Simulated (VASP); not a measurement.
# NaH in VASP: single point with PBEsol

Aim: the single point of NaH with PBEsol.

All numbers are computed with VASP 6.6.1; they aren't measurements. Logs are shortened: lines on timing, memory, paths and dates and some standing lists are left out, and cuts for length are marked.

**1. The cell of the first run**

The cell holds a wire or tube with vacuum around it, 2 atoms: a = 10.900 Å, b = 9.300 Å, c = 4.014 Å, α = 90.00°, β = 90.00°, γ = 90.00°.

**2. Single point, PBEsol, collinear spin**

Input file INCAR:

```
PREC = Accurate
ENCUT = 520
EDIFF = 1E-6
ISMEAR = 0
SIGMA = 0.05
LREAL = F
LASPH = T
NELM = 150
ALGO = Normal
ISIF = 2
LWAVE = F
LCHARG = F
ISPIN = 2
MAGMOM = 0.5 0
LORBIT = 11
GGA = PS
NBANDS = 15
```

Input file KPOINTS:

```
Automatic mesh
0
Gamma
  1 1 28
```

Input file POSCAR:

```
NaH
1.0
   10.9000000000      0.0000000000      0.0000000000
    0.0000000000      9.3000000000      0.0000000000
    0.0000000000      0.0000000000      4.0135171928
Na H
1 1
Direct
    0.5000084122      0.5000000000      0.0000000000
    0.4999915878      0.5000000000      0.5000000000
```

Potentials or basis: VASP PAW PBE potentials, release 64 (Na_pv, H).

Started as:

```bash
cat potpaw_PBE.64/Na_pv/POTCAR potpaw_PBE.64/H/POTCAR > POTCAR
mpirun -np 1 vasp_std > vasp.out
```

OUTCAR:

```text
PREC = Accurate
   ENCUT = 520
   EDIFF = 1E-6
   ISMEAR = 0
   LREAL = F
   LASPH = T
   NELM = 150
   ISIF = 2
   ISPIN = 2
   LORBIT = 11
   GGA = PS

 ion  position               nearest neighbor table
   1  0.500  0.500  0.000-
   2  0.500  0.500  0.500-

  LATTYP: Found a simple orthorhombic cell.
 ALAT       =     4.0135171928
 B/A-ratio  =     2.3171695930
 C/A-ratio  =     2.7158224262

  Lattice vectors:

 A1 = (   0.0000000000,   0.0000000000,  -4.0135171928)
 A2 = (   0.0000000000,   9.3000000000,   0.0000000000)
 A3 = (  10.9000000000,   0.0000000000,   0.0000000000)

Analysis of symmetry for initial positions (statically):
=====================================================================
 Subroutine PRICEL returns:
 Original cell was already a primitive cell.

 Routine SETGRP: Setting up the symmetry group for a
 simple orthorhombic supercell.

 Subroutine GETGRP returns: Found  4 space group operations
 (whereof  4 operations were pure point group operations)
 out of a pool of  8 trial point group operations.

The static configuration has the point symmetry C_2v.

Analysis of symmetry for dynamics (positions and initial velocities):
=====================================================================
 Subroutine PRICEL returns:
 Original cell was already a primitive cell.

 Routine SETGRP: Setting up the symmetry group for a
 simple orthorhombic supercell.

 Subroutine GETGRP returns: Found  4 space group operations
 (whereof  4 operations were pure point group operations)
 out of a pool of  8 trial point group operations.

The dynamic configuration has the point symmetry C_2v.

Analysis of structural, dynamic, and magnetic symmetry:
=====================================================================
 Subroutine PRICEL returns:
 Original cell was already a primitive cell.

 Routine SETGRP: Setting up the symmetry group for a
 simple orthorhombic supercell.

 Subroutine GETGRP returns: Found  4 space group operations
 (whereof  4 operations were pure point group operations)
 out of a pool of  8 trial point group operations.

The overall configuration has the point symmetry C_2v.

 Subroutine INISYM returns: Found  4 space group operations
 (whereof  4 operations are pure point group operations),
 and found     1 'primitive' translations

----------------------------------------------------------------------------------------

                                     Primitive cell

[... 134 lines left out ...]
 cond. band min:      -0.3111064932   @ k =   0.0000   0.0000   0.0000
 fundamental gap:      3.9593763688
 Fermi energy:        -4.0307337066

 spin component 1

 k-point     1 :       0.0000    0.0000    0.0000
  band No.  band energies     occupation
      1     -26.9117      1.00000
      2     -26.9117      1.00000
      3     -26.7234      1.00000
      4      -5.0738      1.00000
      5      -0.3002      0.00000
      6      -0.1107      0.00000
      7       0.0925      0.00000
      8       0.8695      0.00000
      9       1.6827      0.00000
     10       2.0539      0.00000
     11       2.0672      0.00000
     12       2.2381      0.00000
     13       3.0733      0.00000
     14       3.7925      0.00000
[... 238 lines left out ...]
      1     -26.9109      1.00000
      2     -26.9108      1.00000
      3     -26.7413      1.00000
      4      -4.2705      1.00000
      5       0.1740      0.00000
      6       2.0524      0.00000
      7       2.1294      0.00000
      8       2.2170      0.00000
      9       2.3092      0.00000
     10       2.4200      0.00000
     11       2.7015      0.00000
     12       3.2208      0.00000
     13       3.2568      0.00000
     14       4.1861      0.00000
     15       4.5272      0.00000
 Fermi energy:        -4.0307337066

 spin component 2

 k-point     1 :       0.0000    0.0000    0.0000
  band No.  band energies     occupation
      1     -26.9117      1.00000
      2     -26.9117      1.00000
      3     -26.7234      1.00000
      4      -5.0738      1.00000
      5      -0.3111      0.00000
      6      -0.1121      0.00000
      7       0.0917      0.00000
      8       0.8665      0.00000
      9       1.6296      0.00000
     10       2.0482      0.00000
     11       2.0514      0.00000
     12       2.2236      0.00000
     13       3.0548      0.00000
     14       3.7932      0.00000
[... 239 lines left out ...]
      2     -26.9108      1.00000
      3     -26.7413      1.00000
      4      -4.2705      1.00000
      5       0.1737      0.00000
      6       2.0414      0.00000
      7       2.1284      0.00000
      8       2.2156      0.00000
      9       2.3086      0.00000
     10       2.4192      0.00000
     11       2.6718      0.00000
     12       3.2186      0.00000
     13       3.2574      0.00000
     14       4.1274      0.00000
     15       4.3093      0.00000

------------------------ aborting loop because EDIFF is reached ----------------------------------------

  FORCE on cell =-STRESS in cart. coord.  units (eV):
  Direction    XX          YY          ZZ          XY          YZ          ZX
  --------------------------------------------------------------------------------------
  -------------------------------------------------------------------------------------
  Total       -0.0148331     -0.0272098      0.0277104      0.0000000      0.0000000      0.0000000
  in kB       -0.0584129     -0.1071524      0.1091238      0.0000000      0.0000000      0.0000000
  external PRESSURE =      -0.0188138 kB  Pullay stress =       0.0000000 kB

 VOLUME and BASIS-vectors are now :
 -----------------------------------------------------------------------------
  energy-cutoff  :      520.00
  volume of cell :      406.85
      direct lattice vectors                 reciprocal lattice vectors
    10.900000000  0.000000000  0.000000000     0.091743119  0.000000000  0.000000000
     0.000000000  9.300000000  0.000000000     0.000000000  0.107526882  0.000000000
     0.000000000  0.000000000  4.013517193     0.000000000  0.000000000  0.249158021

 POSITION                                       TOTAL-FORCE (eV/Angst)
 -----------------------------------------------------------------------------------
      5.45009      4.65000      0.00000        -0.000072      0.000000      0.000000
      5.44991      4.65000      2.00676         0.000072      0.000000      0.000000
 -----------------------------------------------------------------------------------
    total drift:                                0.000000      0.000000     -0.000000

  FREE ENERGIE OF THE ION-ELECTRON SYSTEM (eV)
  ---------------------------------------------------
  free  energy   TOTEN  =        -4.3305058866 eV

  energy  without entropy=       -4.3305058866  energy(sigma->0) =       -4.33050589

 total charge

# of ion       s       p       d       tot
------------------------------------------
    1        0.080   5.983   0.000   6.063
    2        0.503   0.000   0.000   0.503
--------------------------------------------------
tot          0.583   5.983   0.000   6.566

 magnetization (x)

# of ion       s       p       d       tot
------------------------------------------
    1        0.000  -0.000   0.000   0.000
    2        0.000   0.000   0.000   0.000
--------------------------------------------------
tot          0.000  -0.000   0.000   0.000
```

stdout:

```text
POSCAR found type information on POSCAR NaH
 POSCAR found :  2 types and       2 ions
 scaLAPACK will be used
 -----------------------------------------------------------------------------
|                                                                             |
|                                                                             |
|     You enforced a specific xc type in the INCAR file but a different       |
|     I HOPE YOU KNOW WHAT YOU ARE DOING!                                     |
|                                                                             |
 -----------------------------------------------------------------------------

 LDA part: xc-table for (Slater+PW92), standard interpolation
 POSCAR, INCAR and KPOINTS ok, starting setup
 FFT: planning ... GRIDC
 FFT: planning ... GRID_SOFT
 FFT: planning ... GRID
 WAVECAR not read
 entering main loop
```

Run time: 6.8 min. Hardware: 1 thread of Intel Xeon 8259CL, shared host; peak memory 0.62 GiB.

Results:

```yaml
Free_energy: -4.3305 eV
Band_gap_on_the_k_mesh: 3.96 eV (least direct gap 4.44 eV)
Net_moment: 0.00 μB per cell
Valence_electrons_inside_the_program's_atomic_spheres: Na 6.06; H 0.50
```

Levels at points of the mesh, in eV from the valence-band top:
Spin up:
```tsv
k point	band 2	band 3	band 4	band 5	band 6	band 7
(0.00, 0.00, 0.00)	-22.64	-22.45	-0.80	3.97	4.16	4.36
(0.00, 0.00, 0.50)	-22.64	-22.47	0.00	4.44	6.32	6.40
```
Spin down:
| k point | band 1 | band 2 | band 3 | band 4 | band 5 | band 6 | band 7 | band 8 | band 9 |
| --- | --- | --- | --- | --- | --- | --- | --- | --- | --- |
| (0.00, 0.00, 0.00) | -22.64 | -22.64 | -22.45 | -0.80 | 3.96 | 4.16 | 4.36 | 5.14 | 5.90 |
| (0.00, 0.00, 0.50) | -22.64 | -22.64 | -22.47 | 0.00 | 4.44 | 6.31 | 6.40 | 6.49 | 6.58 |

Caveat: the PAW data sets were made with another functional, which shifts forces and pressure a little.
